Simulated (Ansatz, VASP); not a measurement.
## Two plane-wave programs on Si

POSCAR

```
Si
1.0
    2.6698570478      0.0000000000      0.0000000000
   -1.3349285239      2.3121640278      0.0000000000
    0.0000000000      0.0000000000      4.4035598749
Si
2
Direct
    0.3333333333      0.6666666667      0.2500000000
    0.6666666667      0.3333333333      0.7500000000
```

INCAR.step1

```
PREC = Accurate
ENCUT = 600
ISMEAR = 0
SIGMA = 0.1
LREAL = F
LASPH = T
NELM = 80
GGA = PE
ALGO = Normal
EDIFF = 1E-4
LWAVE = T
LCHARG = F
```

Contents of INCAR.step2:

```
PREC = Accurate
ENCUT = 600
EDIFF = 1E-7
ISMEAR = 0
SIGMA = 0.1
LREAL = F
LASPH = T
NELM = 80
ALGO = Normal
ISIF = 3
LWAVE = F
LCHARG = F
METAGGA = R2SCAN
LMIXTAU = T
IBRION = 2
NSW = 90
EDIFFG = -0.04
ISTART = 1
```

The input KPOINTS:

```
Automatic mesh
0
Gamma
  9 9 4
```

Input for Ansatz:

```yaml
crystal:
  lattice:
    - [2.6698570478, 0.0, 0.0]
    - [-1.3349285239, 2.3121640278, 0.0]
    - [0.0, 0.0, 4.4035598749]
  atoms:
    - { symbol: Si, position: [0.3333333333, 0.6666666667, 0.25] }
    - { symbol: Si, position: [0.6666666667, 0.3333333333, 0.75] }
basis:
  ecutwfc: 500
kpoints:
  mp_grid: { grid: [9, 9, 4] }
hamiltonian:
  xc: r2scan
scf:
  occupations: { method: gaussian, width: 0.1 }
  lower_state_search: "off"
output:
  forces: true
  stress: true
  eigenvalues: true
relax:
  adjacent_minimum: "off"
  f_tol: 0.04
  max_steps: 70
  cell: { stress_tol: 0.4 }
```

Alike in both runs: task relaxation of cell and atoms; functional r2SCAN; k mesh 9 × 9 × 4; occupations gaussian, width 0.1 eV; no spin polarisation.

```csv
,VASP,Ansatz
version,VASP 6.6.1,Ansatz 0.2.0
potentials or method,"VASP PAW PBE potentials, release 64 (Si), cutoff 600 eV","scalar-relativistic, plane waves, PAW"
valence electrons in the cell,8,8
```

|  | VASP | Ansatz | Ansatz less VASP |
| --- | --- | --- | --- |
| gap on the k mesh at the Fermi level, each at its own relaxed structure (eV) | none | none | - |
| relaxed volume (Å³/atom) | 13.74 | 13.69 | -0.047 |
| relaxed length of the cell vector where the two differ most in proportion (Å) | 2.672 | 2.668 | -0.0034 |

VASP's potentials were made for PBE, not for r2SCAN. A gap of «none» marks a metal or a gap that the smearing closes.
